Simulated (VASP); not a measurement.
# Fe (P6/mmm) in VASP: notebook, part 2 of 2

VASP 6.6.1. Earlier steps stand in the parts before.

## Step 3: Single point, revPBE (10.16 Å³/atom)

This run uses another cell than the first one, of 10.16 Å³/atom.

File INCAR:

```
SYSTEM = Fe
PREC = Accurate ; ENCUT = 520
EDIFF = 1E-6 ; ISMEAR = -1
SIGMA = 0.1 ; LREAL = .FALSE.
LASPH = .TRUE. ; NELM = 100
ALGO = Normal ; ISIF = 2
LWAVE = .FALSE. ; LCHARG = .FALSE.
GGA = RE ; NBANDS = 19
```

File KPOINTS:

```
Automatic mesh
0
G
  11 11 14
  0 0 0
```

File POSCAR:

```
Fe
1.0
    3.8262617059      0.0000000000      0.0000000000
   -1.9131308529      3.3136398388      0.0000000000
    0.0000000000      0.0000000000      2.4049412457
Fe
3
Direct
    0.0000000000      0.0000000000      0.0000000000
    0.3333333333      0.6666666667      0.5000000000
    0.6666666667      0.3333333333      0.5000000000
```

Potentials or basis: VASP PAW PBE potentials, release 64 (Fe).

Launch:

```bash
$ cat potpaw_PBE.64/Fe/POTCAR > POTCAR
$ mpirun -np 1 vasp_std > vasp.out
```

OUTCAR:

```text
SYSTEM = Fe
   PREC = Accurate
   ENCUT = 520
   EDIFF = 1E-6
   ISMEAR = -1
   LREAL = .FALSE.
   LASPH = .TRUE.
   NELM = 100
   ISIF = 2
   GGA = RE

 ion  position               nearest neighbor table
   1  0.000  0.000  0.000-   2 2.52   3 2.52   2 2.52   3 2.52   2 2.52   2 2.52   3 2.52   3 2.52
                             3 2.52   3 2.52   2 2.52   2 2.52
   2  0.333  0.667  0.500-   3 2.21   3 2.21   3 2.21   1 2.52   1 2.52   1 2.52   1 2.52   1 2.52
                             1 2.52
   3  0.667  0.333  0.500-   2 2.21   2 2.21   2 2.21   1 2.52   1 2.52   1 2.52   1 2.52   1 2.52
                             1 2.52

  LATTYP: Found a hexagonal cell.
 ALAT       =     3.8262617059
 C/A-ratio  =     0.6285354820

  Lattice vectors:

 A1 = (   3.8262617059,   0.0000000000,   0.0000000000)
 A2 = (  -1.9131308529,   3.3136398388,   0.0000000000)
 A3 = (   0.0000000000,   0.0000000000,   2.4049412457)

Analysis of symmetry for initial positions (statically):
=====================================================================
 Subroutine PRICEL returns:
 Original cell was already a primitive cell.

 Routine SETGRP: Setting up the symmetry group for a
 hexagonal supercell.

[... 168 lines left out ...]

 val. band max:        7.1475195151   @ k =   0.1818   0.0909   0.5000
 cond. band min:       7.1622308374   @ k =   0.1818   0.0909   0.0714
 fundamental gap:      0.0147113223
 Fermi energy:         7.1598514330

 k-point     1 :       0.0000    0.0000    0.0000
  band No.  band energies     occupation
      1      -1.8831      2.00000
      2       2.6390      2.00000
      3       4.2357      2.00000
      4       4.2357      2.00000
      5       4.2703      2.00000
      6       4.2703      2.00000
[... 505 lines left out ...]
      6       4.8322      2.00000
[... 11 lines left out ...]
     18      11.3841      0.00000
     19      16.9703      0.00000

 [... further k-points ...]

------------------------ aborting loop because EDIFF is reached ----------------------------------------

  FORCE on cell =-STRESS in cart. coord.  units (eV):
  Direction    XX          YY          ZZ          XY          YZ          ZX
  --------------------------------------------------------------------------------------
  -------------------------------------------------------------------------------------
  Total        2.1741380      2.1741380      1.9178693      0.0000000     -0.0000000      0.0000000
  in kB      114.2386963    114.2386963    100.7732223      0.0000000     -0.0000000      0.0000000
  external PRESSURE =     109.7502050 kB  Pullay stress =       0.0000000 kB

 VOLUME and BASIS-vectors are now :
 -----------------------------------------------------------------------------
  energy-cutoff  :      520.00
  volume of cell :       30.49
      direct lattice vectors                 reciprocal lattice vectors
     3.826261706  0.000000000  0.000000000     0.261351700  0.150891474  0.000000000
    -1.913130853  3.313639839  0.000000000     0.000000000  0.301782948  0.000000000
     0.000000000  0.000000000  2.404941246     0.000000000  0.000000000  0.415810574

 POSITION                                       TOTAL-FORCE (eV/Angst)
 -----------------------------------------------------------------------------------
      0.00000      0.00000      0.00000         0.000000      0.000000      0.000000
     -0.00000      2.20909      1.20247        -0.000000      0.000000      0.000000
      1.91313      1.10455      1.20247         0.000000     -0.000000     -0.000000
 -----------------------------------------------------------------------------------
    total drift:                               -0.000000      0.000000     -0.000000

  FREE ENERGIE OF THE ION-ELECTRON SYSTEM (eV)
  ---------------------------------------------------
  free  energy   TOTEN  =       -22.6864739966 eV

  energy  without entropy=      -22.5131939695  energy(sigma->0) =      -22.59983398
```

OSZICAR:

```text
N       E                     dE             d eps       ncg     rms          rms(c)
DAV:   1     0.157578175353E+03    0.15758E+03   -0.11079E+04  4976   0.171E+03
DAV:   2    -0.192201493355E+02   -0.17680E+03   -0.16824E+03  4882   0.319E+02
DAV:   3    -0.268511897914E+02   -0.76310E+01   -0.70251E+01  5120   0.935E+01
DAV:   4    -0.269589130156E+02   -0.10772E+00   -0.10707E+00  5302   0.114E+01
DAV:   5    -0.269599146818E+02   -0.10017E-02   -0.10016E-02  5340   0.947E-01    0.208E+01
DAV:   6    -0.250550045645E+02    0.19049E+01   -0.38924E+01  5122   0.940E+01    0.227E+01
DAV:   7    -0.308309065599E+02   -0.57759E+01   -0.59304E+01  6029   0.148E+02    0.411E+01
DAV:   8    -0.227568550674E+02    0.80741E+01   -0.44853E+01  6322   0.624E+01    0.338E+00
DAV:   9    -0.227189699089E+02    0.37885E-01   -0.54082E-01  5152   0.934E+00    0.192E+00
DAV:  10    -0.226895795989E+02    0.29390E-01   -0.60213E-02  5528   0.360E+00    0.102E+00
DAV:  11    -0.226865043480E+02    0.30753E-02   -0.59798E-03  6109   0.907E-01    0.330E-01
DAV:  12    -0.226864774376E+02    0.26910E-04   -0.62643E-04  5111   0.412E-01    0.192E-01
DAV:  13    -0.226864746658E+02    0.27718E-05   -0.11710E-04  5359   0.153E-01    0.629E-02
DAV:  14    -0.226864746649E+02    0.91882E-09   -0.24768E-05  5097   0.713E-02    0.130E-02
DAV:  15    -0.226864739966E+02    0.66832E-06   -0.20088E-06  3703   0.219E-02
   1 F= -.22686474E+02 E0= -.22599834E+02  d E =-.173280E+00
```

Wall time 95 s (1 thread of Intel Xeon 8259CL, shared host); peak memory 0.18 GiB.

What came out:

- Free energy: -22.6865 eV
- Pressure: 11.0 GPa
- Band gap on the k mesh: zero (bands 12 and 13 overlap by 1.53 eV)

Levels at points of the mesh, in eV from the Fermi level:
| k point | band 10 | band 11 | band 12 | band 13 | band 14 | band 15 |
| --- | --- | --- | --- | --- | --- | --- |
| (0.00, 0.00, 0.00) | -1.37 | -0.88 | -0.88 | -0.80 | -0.80 | 0.98 |
| (0.00, 0.00, 0.50) | -1.34 | 0.43 | 0.43 | 0.79 | 0.79 | 1.44 |

Caveat: the cell stands under pressure; the PAW data sets were made with another functional, which shifts forces and pressure a little; the run has no spin polarisation, though such a crystal can be magnetic.
